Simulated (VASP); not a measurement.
Write the native input for VASP 6.6.1 that does the following.

```
Task                   : electric field gradients
Functional             : PBEsol
Potentials or basis    : VASP PAW PBE potentials, release 64 (Na_pv)
Cutoff                 : 520 eV
k mesh                 : 13 × 13 × 7
Occupations            : fermi-dirac, width 0.05 eV
Spin                   : no spin polarisation
Dipole correction      : no
Further INCAR settings : ALGO = Normal; EDIFF = 1e-08; NBANDS = 14
```

The structure of Na lies in POSCAR:

```
Na
1.0
    3.7160893377      0.0000000000      0.0000000000
   -1.8580446689      3.2182277692      0.0000000000
    0.0000000000      0.0000000000      6.0708276422
Na
2
Direct
    0.3333333333      0.6666666667      0.2500000000
    0.6666666667      0.3333333333      0.7500000000
```

This isn't the form of Na at room conditions, which is bcc.

These files were run (other wordings do the same):

INCAR

```
SYSTEM = Na
ALGO     = Normal         ! electronic algorithm
EDIFF    = 1E-8           ! SCF threshold, eV
ENCUT    = 520            ! plane-wave cutoff, eV
GGA      = PS             ! functional
ISIF     = 2              ! what is computed and relaxed
ISMEAR   = -1             ! smearing method
LASPH    = .TRUE.         ! aspherical terms in the spheres
LCHARG   = .FALSE.        ! write CHGCAR
LEFG     = .TRUE.       
LREAL    = .FALSE.        ! projectors in reciprocal space
LWAVE    = .FALSE.        ! write WAVECAR
NBANDS   = 14             ! bands
NELM     = 100            ! most SCF steps
PREC     = Accurate       ! precision mode
SIGMA    = 0.05           ! smearing width, eV
```

KPOINTS

```
k-points
0
G
  13 13 7
  0 0 0
```

Potentials or basis: VASP PAW PBE potentials, release 64 (Na_pv).

The run is started by

```console
$ cat potpaw_PBE.64/Na_pv/POTCAR > POTCAR
$ mpirun -np 1 vasp_std > vasp.out
```

Results of the run:

```
Pressure                                : 0.0 GPa
Band gap on the k mesh                  : zero (bands 7 and 8 overlap by 3.41 eV)
Largest electric field gradient by atom : Na -0.27 V/Å²
```

Caveat: without QUAD_EFG the Cq values of the log hold for a quadrupole moment of 1 mb, not for the nuclei; the PAW data sets were made with another functional, which shifts forces and pressure a little.

Run time: 44 s on 1 thread of Intel(R) Xeon(R) Platinum 8488C (Sapphire Rapids), with other jobs on the host, peak memory 0.21 GiB.
